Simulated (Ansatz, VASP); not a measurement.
MgO in VASP and in Ansatz

```xyz
2
Lattice="0.0000 2.0687 2.0687 2.0687 0.0000 2.0687 2.0687 2.0687 0.0000" Properties=species:S:1:pos:R:3 pbc="T T T"
Mg    0.0000    0.0000    0.0000
O     2.0687    2.0687    2.0687
```

Alike in both runs: task single point; functional r2SCAN; k mesh 11 × 11 × 11; occupations fermi-dirac, width 0.05 eV; no spin polarisation.

|  | VASP | Ansatz |
| --- | --- | --- |
| version | VASP 6.6.1 | Ansatz 0.2.0 |
| potentials or method | VASP PAW PBE potentials, release 64 (Mg_sv, O) | Ansatz PAW |
| plane-wave cutoff (eV) | 750 | 500 |
| valence electrons in the cell | 16 | 16 |

Ansatz gave:

- gap on the k mesh at the Fermi level (eV): 6.19
- least direct gap on the mesh (eV): 6.19
- pressure (GPa): 8.9

Q: What did VASP give for the same quantities?

A: gap on the k mesh at the Fermi level (eV): 6.21; least direct gap on the mesh (eV): 6.21; pressure (GPa): 8.5.

VASP's potentials were made for PBE, not for r2SCAN. The functional is the same, so the differences come from potentials, cutoffs and numerics.

Noted on Ansatz's run: odd divisions of the mesh miss points on the zone boundary, where band edges often lie, so the gap on the mesh can be too wide.
